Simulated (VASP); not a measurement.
# NbCd3 (P4/mmm) in VASP: notebook

NbCd3 is run at these levels: LDA; tasks: single point.

All numbers are computed with VASP 6.6.1; they aren't measurements. Logs are shortened: lines on timing, memory, paths and dates and some standing lists are left out, and cuts for length are marked.

### Step 1. The cell of the first run

Symmetry: P4/mmm, No. 123, tetragonal system. Conventional cell: a = 4.257 Å, b = 4.257 Å, c = 4.215 Å, α = 90.00°, β = 90.00°, γ = 90.00°. Within 3.9 Å of Nb (site symmetry 4/mmm) lie 12 Cd at 3.00 to 3.01 Å. Within 3.9 Å of Cd (site symmetry mmm) lie 4 Nb at 3.00 Å and 8 Cd at 3.00 to 3.01 Å. Cd (site symmetry 4/mmm) has 8 Cd at 3.00 Å and 4 Nb at 3.01 Å within 3.9 Å.

### Step 2. Single point, LDA (equal xx and yy strain of +1 %)

File INCAR:

```
SYSTEM = NbCd3
PREC = Accurate ; ENCUT = 520
EDIFF = 1E-6 ; ISMEAR = -1
SIGMA = 0.08 ; LREAL = .False.
LASPH = .True. ; NELM = 100
ALGO = Normal ; ISIF = 2
LWAVE = .False. ; LCHARG = .True.
LELF = .True. ; LVHAR = .True.
NBANDS = 32
```

File KPOINTS:

```
Automatic mesh
0
Gamma
  9 9 9
  0 0 0
```

File POSCAR:

```
NbCd3
1.0
    4.2571500000      0.0000000000      0.0000000000
    0.0000000000      4.2571500000      0.0000000000
    0.0000000000      0.0000000000      4.2150000000
Nb Cd
1 3
Direct
    0.0000000000      0.0000000000      0.0000000000
    0.0000000000      0.5000000000      0.5000000000
    0.5000000000      0.0000000000      0.5000000000
    0.5000000000      0.5000000000      0.0000000000
```

Potentials or basis: VASP PAW LDA potentials, release 64 (Nb_sv, Cd).

Started as:

```sh
cat potpaw_LDA.64/Nb_sv/POTCAR potpaw_LDA.64/Cd/POTCAR > POTCAR
mpirun -np 1 vasp_std > vasp.out
```

OUTCAR:

```text
SYSTEM = NbCd3
   PREC = Accurate
   ENCUT = 520
   EDIFF = 1E-6
   ISMEAR = -1
   LREAL = .False.
   LASPH = .True.
   NELM = 100
   ISIF = 2

 ion  position               nearest neighbor table
   1  0.000  0.000  0.000-   2 3.00   3 3.00   2 3.00   3 3.00   2 3.00   2 3.00   3 3.00   3 3.00
                             4 3.01   4 3.01   4 3.01   4 3.01
   2  0.000  0.500  0.500-   1 3.00   4 3.00   1 3.00   4 3.00   1 3.00   1 3.00   4 3.00   4 3.00
                             3 3.01   3 3.01   3 3.01   3 3.01
   3  0.500  0.000  0.500-   1 3.00   4 3.00   1 3.00   4 3.00   4 3.00   4 3.00   1 3.00   1 3.00
                             2 3.01   2 3.01   2 3.01   2 3.01
   4  0.500  0.500  0.000-   2 3.00   3 3.00   2 3.00   3 3.00   3 3.00   3 3.00   2 3.00   2 3.00
                             1 3.01   1 3.01   1 3.01   1 3.01

  LATTYP: Found a simple tetragonal cell.
 ALAT       =     4.2571500000
 C/A-ratio  =     0.9900990099

  Lattice vectors:

 A1 = (   4.2571500000,   0.0000000000,   0.0000000000)
 A2 = (   0.0000000000,   4.2571500000,   0.0000000000)
 A3 = (   0.0000000000,   0.0000000000,   4.2150000000)

Analysis of symmetry for initial positions (statically):
=====================================================================
 Subroutine PRICEL returns:
 Original cell was already a primitive cell.

 Routine SETGRP: Setting up the symmetry group for a
 simple tetragonal supercell.

 Subroutine GETGRP returns: Found 16 space group operations
 (whereof 16 operations were pure point group operations)
 out of a pool of 16 trial point group operations.

The static configuration has the point symmetry D_4h.

Analysis of symmetry for dynamics (positions and initial velocities):
=====================================================================
 Subroutine PRICEL returns:
 Original cell was already a primitive cell.

 Routine SETGRP: Setting up the symmetry group for a
 simple tetragonal supercell.

 Subroutine GETGRP returns: Found 16 space group operations
 (whereof 16 operations were pure point group operations)
 out of a pool of 16 trial point group operations.

The dynamic configuration has the point symmetry D_4h.

 Subroutine INISYM returns: Found 16 space group operations
 (whereof 16 operations are pure point group operations),
 and found     1 'primitive' translations

----------------------------------------------------------------------------------------

                                     Primitive cell

  volume of cell :      76.3898
[... 93 lines left out ...]
   EDIFF  = 0.1E-05   stopping-criterion for ELM
   LREAL  =      F    real-space projection
   EDIFFG = 0.1E-04   stopping-criterion for IOM
   NSW    =      0    number of steps for IOM
   IBRION =     -1    ionic relax: 0-MD 1-quasi-New 2-CG
   NFREE  =      0    steps in history (QN), initial steepest desc. (CG)
   ISIF   =      2    stress and relaxation
   ISYM   =      2    0-nonsym 1-usesym 2-fastsym
   POTIM  = 0.5000    time-step for ionic-motion
   TEBEG  =    0.0;   TEEND  =   0.0 temperature during run
   PSTRESS=    0.0 pullay stress
   NELECT =      49.0000    total number of electrons
   NUPDOWN=      -1.0000    fix difference up-down
   EMIN   =  10.00;   EMAX   =-10.00  energy-range for DOS
   EFERMI =   0.00;   METHOD = LEGACY
   ISMEAR =    -1;   SIGMA  =   0.08  broadening in eV -4-tet -1-fermi 0-gaus
   EFERMI_NEDOS =   21; number of points for ismear=-14 and -15
   IALGO  =     38    algorithm
   IMIX   =      4    mixing-type and parameters
     AMIX     =   0.40;   BMIX     =  1.00
     AMIX_MAG =   1.60;   BMIX_MAG =  1.00
  volume/ion in A,a.u.               =      19.10       128.88
  Fermi-wavevector in a.u.,A,eV,Ry     =   1.411871  2.668049 27.121579  1.993380
  Thomas-Fermi vector in A             =   2.533678
   LORBIT       =      0    0 simple, 1 ext, 2 COOP (PROOUT), +10 PAW based schemes
   GGA     = CA    functional components
   LHFCALC =     F    Hartree Fock is set to
   AEXX    =    0.0000 exact exchange contribution
   IVDW    =     0    specifies the selected vdW correction
   LEPSILON=     F    determine dielectric tensor
   LRPA    =     F    only Hartree local field effects (RPA)
 non-spin polarized calculation
  energy-cutoff  :      520.00
  volume of cell :       76.39
 maximum number of plane-waves:      2071
 NGX is ok and might be reduce to    32
   NGX = 15   NGY = 15   NGZ = 15

 number of electron      49.0000016 magnetization

 Free energy of the ion-electron system (eV)
  ---------------------------------------------------
  ext. energy  EPLUGINS =         0.00000000
  ---------------------------------------------------
  free energy    TOTEN  =       -15.47479565 eV

  energy without entropy =      -15.44066077  energy(sigma->0) =      -15.45772821

 E-fermi :   4.8675     XC(G=0): -12.1515

 val. band max:        4.8437945496   @ k =   0.4444   0.3333   0.0000
 cond. band min:       4.8895147624   @ k =   0.3333   0.0000   0.3333
 fundamental gap:      0.0457202128
 Fermi energy:         4.8675427092

 k-point     1 :       0.0000    0.0000    0.0000
  band No.  band energies     occupation
      1     -49.7538      2.00000
      2     -25.9731      2.00000
      3     -25.9731      2.00000
      4     -25.9642      2.00000
      5      -4.7313      2.00000
      6      -4.5162      2.00000
[... 829 lines left out ...]
     31      11.0760      0.00000
     32      12.0903      0.00000

 [... further k-points ...]

------------------------ aborting loop because EDIFF is reached ----------------------------------------

  FORCE on cell =-STRESS in cart. coord.  units (eV):
  Direction    XX          YY          ZZ          XY          YZ          ZX
  --------------------------------------------------------------------------------------
  -------------------------------------------------------------------------------------
  Total       -1.9535590     -1.9535590     -1.6288287      0.0000000      0.0000000      0.0000000
  in kB      -40.9733643    -40.9733643    -34.1625684      0.0000000      0.0000000      0.0000000
  external PRESSURE =     -38.7030990 kB  Pullay stress =       0.0000000 kB

 VOLUME and BASIS-vectors are now :
 -----------------------------------------------------------------------------
  energy-cutoff  :      520.00
  volume of cell :       76.39
      direct lattice vectors                 reciprocal lattice vectors
     4.257150000  0.000000000  0.000000000     0.234898935  0.000000000  0.000000000
     0.000000000  4.257150000  0.000000000     0.000000000  0.234898935  0.000000000
     0.000000000  0.000000000  4.215000000     0.000000000  0.000000000  0.237247924

 POSITION                                       TOTAL-FORCE (eV/Angst)
 -----------------------------------------------------------------------------------
      0.00000      0.00000      0.00000         0.000000      0.000000      0.000000
      0.00000      2.12858      2.10750         0.000000      0.000000      0.000000
      2.12858      0.00000      2.10750         0.000000      0.000000      0.000000
      2.12858      2.12858      0.00000         0.000000      0.000000      0.000000
 -----------------------------------------------------------------------------------
    total drift:                                0.000000     -0.000000     -0.000000

  FREE ENERGIE OF THE ION-ELECTRON SYSTEM (eV)
  ---------------------------------------------------
  free  energy   TOTEN  =       -15.4747956518 eV

  energy  without entropy=      -15.4406607669  energy(sigma->0) =      -15.45772821
```

It took 1.9 min on 1 thread of AMD EPYC 7R13 (Zen 3), shared host; peak memory 0.23 GiB.

Results:

* Free energy: -15.4748 eV
* Pressure: -3.9 GPa
* Band gap on the k mesh: zero (an odd number of electrons rules out a gap without spin polarisation)

Caveat: the cell differs from its parent crystal (equal xx and yy strain of +1 %); the cell stands under tension.

### Step 3. Single point, LDA (equal xx and yy strain of +2 %)

File INCAR:

```
PREC     = Accurate       # precision mode
ENCUT    = 520            # plane-wave cutoff, eV
EDIFF    = 1E-6           # SCF threshold, eV
ISMEAR   = -1             # smearing method
SIGMA    = 0.08           # smearing width, eV
LREAL    = False          # projectors in reciprocal space
LASPH    = True           # aspherical terms in the spheres
NELM     = 100            # most SCF steps
ALGO     = Normal         # electronic algorithm
ISIF     = 2              # what is computed and relaxed
LWAVE    = False          # write WAVECAR
LCHARG   = False          # write CHGCAR
GGA      = CA             # functional
NBANDS   = 32             # bands
```

File KPOINTS:

```
Automatic mesh
0
Gamma
  9 9 9
```

Edit POSCAR of step 2 so:

```diff
@@ -2,4 +2,4 @@
 1.0
-    4.2571500000      0.0000000000      0.0000000000
-    0.0000000000      4.2571500000      0.0000000000
+    4.2993000000      0.0000000000      0.0000000000
+    0.0000000000      4.2993000000      0.0000000000
     0.0000000000      0.0000000000      4.2150000000
```

Potentials or basis: VASP PAW LDA potentials, release 64 (Nb_sv, Cd).

Started as:

```sh
cat potpaw_LDA.64/Nb_sv/POTCAR potpaw_LDA.64/Cd/POTCAR > POTCAR
mpirun -np 1 vasp_std > vasp.out
```

OUTCAR:

```text
PREC = Accurate
   ENCUT = 520
   EDIFF = 1E-6
   ISMEAR = -1
   LREAL = False
   LASPH = True
   NELM = 100
   ISIF = 2
   GGA = CA

 ion  position               nearest neighbor table
   1  0.000  0.000  0.000-   2 3.01   3 3.01   2 3.01   3 3.01   2 3.01   2 3.01   3 3.01   3 3.01
                             4 3.04   4 3.04   4 3.04   4 3.04
   2  0.000  0.500  0.500-   1 3.01   4 3.01   1 3.01   4 3.01   1 3.01   1 3.01   4 3.01   4 3.01
                             3 3.04   3 3.04   3 3.04   3 3.04
   3  0.500  0.000  0.500-   1 3.01   4 3.01   1 3.01   4 3.01   4 3.01   4 3.01   1 3.01   1 3.01
[... 1045 lines left out ...]
  --------------------------------------------------------------------------------------
  -------------------------------------------------------------------------------------
  Total       -3.0162164     -3.0162164     -2.4000699      0.0000000      0.0000000      0.0000000
  in kB      -62.0268898    -62.0268898    -49.3561627      0.0000000      0.0000000      0.0000000
  external PRESSURE =     -57.8033141 kB  Pullay stress =       0.0000000 kB

 VOLUME and BASIS-vectors are now :
 -----------------------------------------------------------------------------
  energy-cutoff  :      520.00
  volume of cell :       77.91
      direct lattice vectors                 reciprocal lattice vectors
     4.299300000  0.000000000  0.000000000     0.232596004  0.000000000  0.000000000
     0.000000000  4.299300000  0.000000000     0.000000000  0.232596004  0.000000000
     0.000000000  0.000000000  4.215000000     0.000000000  0.000000000  0.237247924

 POSITION                                       TOTAL-FORCE (eV/Angst)
 -----------------------------------------------------------------------------------
      0.00000      0.00000      0.00000         0.000000      0.000000      0.000000
      0.00000      2.14965      2.10750         0.000000      0.000000      0.000000
      2.14965      0.00000      2.10750         0.000000      0.000000      0.000000
      2.14965      2.14965      0.00000         0.000000      0.000000      0.000000
 -----------------------------------------------------------------------------------
    total drift:                                0.000000     -0.000000     -0.000000

  FREE ENERGIE OF THE ION-ELECTRON SYSTEM (eV)
  ---------------------------------------------------
  free  energy   TOTEN  =       -15.4262518471 eV

  energy  without entropy=      -15.3909502119  energy(sigma->0) =      -15.40860103
```

OSZICAR:

```text
N       E                     dE             d eps       ncg     rms          rms(c)
DAV:   1     0.478004029343E+03    0.47800E+03   -0.25866E+04  4800   0.157E+03
DAV:   2     0.362026461944E+01   -0.47438E+03   -0.45843E+03  5368   0.504E+02
DAV:   3    -0.154675188836E+02   -0.19088E+02   -0.18543E+02  6920   0.993E+01
DAV:   4    -0.162928796408E+02   -0.82536E+00   -0.82170E+00  7144   0.169E+01
DAV:   5    -0.163060779036E+02   -0.13198E-01   -0.13194E-01  6680   0.195E+00    0.921E+00
DAV:   6    -0.155515021875E+02    0.75458E+00   -0.19642E+00  6488   0.119E+01    0.561E+00
DAV:   7    -0.154571886387E+02    0.94314E-01   -0.24743E-01  6480   0.365E+00    0.391E+00
DAV:   8    -0.154288038018E+02    0.28385E-01   -0.76000E-02  6456   0.210E+00    0.934E-01
DAV:   9    -0.154263187889E+02    0.24850E-02   -0.61679E-03  6600   0.660E-01    0.180E-01
DAV:  10    -0.154262655432E+02    0.53246E-04   -0.85959E-04  6360   0.234E-01    0.678E-02
DAV:  11    -0.154262521204E+02    0.13423E-04   -0.57858E-05  7056   0.700E-02    0.249E-02
DAV:  12    -0.154262518471E+02    0.27328E-06   -0.50427E-06  5888   0.157E-02
   1 F= -.15426252E+02 E0= -.15408601E+02  d E =-.353016E-01
```

It took 1.8 min on 1 thread of AMD EPYC 7R13 (Zen 3), shared host; peak memory 0.23 GiB.

Results:

- Free energy: -15.4263 eV
- Pressure: -5.8 GPa
- Band gap on the k mesh: zero (an odd number of electrons rules out a gap without spin polarisation)

Caveat: the cell differs from its parent crystal (equal xx and yy strain of +2 %); the cell stands under tension.

The gap in the log of VASP goes by the Fermi energy; the results here count the filled bands.